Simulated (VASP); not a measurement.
## Fe2O3: single point with PBEsol

Fe2O3:

```
CELL_PARAMETERS angstrom
2.34892 1.35615 4.39593
-2.34892 1.35615 4.39593
0.00000 -2.71230 4.39593
ATOMIC_POSITIONS crystal
Fe 0.34537 0.34537 0.34537
Fe 0.15463 0.15463 0.15463
Fe 0.65463 0.65463 0.65463
Fe 0.84537 0.84537 0.84537
O 0.56396 0.93604 0.25000
O 0.25000 0.56396 0.93604
O 0.93604 0.25000 0.56396
O 0.43604 0.06396 0.75000
O 0.75000 0.43604 0.06396
O 0.06396 0.75000 0.43604
```

- Program: VASP 6.6.1
- Task: single point
- Functional: PBEsol
- Potentials or basis: VASP PAW PBE potentials, release 64 (Fe, O)
- Cutoff: 520 eV
- k mesh: 6 × 6 × 6
- Occupations: gaussian, width 0.1 eV
- Spin: collinear spin, ferromagnetic start
- Starting moments: [3.15, 3.15, 3.15, 3.15, 0.17, 0.17, 0.17, 0.17, 0.17, 0.17] μB
- Dipole correction: no
- Further INCAR settings: ALGO = Normal; EDIFF = 1e-06; NBANDS = 49

* Pressure: 2.2 GPa
* Largest force: 0.042 eV/Å
* Band gap on the k mesh: zero (filled and empty bands overlap)
* Net moment: 4.00 μB per cell
* Site moments: Fe +0.94; O +0.03 μB
* Valence electrons inside the program's atomic spheres: Fe 7.53; O 5.01

Forces on the atoms (eV/Å):
```
Fe   0.000  0.000  0.042
Fe   0.000  0.000 -0.042
Fe   0.000  0.000 -0.042
Fe   0.000  0.000  0.042
O    0.027  0.000  0.000
O   -0.013  0.023  0.000
O   -0.013 -0.023  0.000
O   -0.027  0.000  0.000
O    0.013 -0.023  0.000
O    0.013  0.023  0.000
```

Levels at points of the mesh, in eV from the Fermi level:
Spin up:
| k point | band 34 | band 35 | band 36 | band 37 | band 38 | band 39 |
| --- | --- | --- | --- | --- | --- | --- |
| (0.00, 0.00, 0.00) | -0.52 | -0.52 | -0.45 | 0.47 | 0.47 | 0.61 |
| (0.50, 0.00, 0.00) | -0.94 | -0.78 | -0.78 | 1.00 | 1.00 | 1.26 |
| (0.50, 0.50, 0.00) | -0.72 | -0.65 | -0.65 | 0.36 | 0.47 | 0.71 |
| (0.50, 0.50, 0.50) | -0.85 | -0.85 | -0.85 | 1.10 | 1.10 | 1.10 |
Spin down:
```
           k point  band 28  band 29  band 30  band 31  band 32  band 33  band 34  band 35  band 36  band 37
(0.00, 0.00, 0.00)    -0.79    -0.79    -0.71    -0.71    -0.38     0.33     0.33     0.42     0.87     1.14
(0.50, 0.00, 0.00)    -0.44    -0.34    -0.34    -0.10    -0.10    -0.01    -0.01     0.41     0.41     1.54
(0.50, 0.50, 0.00)    -1.06    -0.50    -0.37    -0.23    -0.11     0.01     0.34     0.38     0.53     1.01
(0.50, 0.50, 0.50)    -0.82    -0.14    -0.14    -0.04    -0.04    -0.04    -0.04    -0.04    -0.04     1.66
```

Run time: 6 min on 1 thread of Intel Xeon 6975P-C, on a shared host, peak memory 0.4 GiB.

Caveat: the PAW data sets were made with another functional, which shifts forces and pressure a little; semilocal functionals often make such compounds metallic where correlation or magnetic order opens a gap, which also shifts bond lengths; only a ferromagnetic start was run, and an antiferromagnetic order may lie lower in energy. With open d or f shells a metallic result of PBEsol can be an artefact of self-interaction; +U or a hybrid may open a gap.
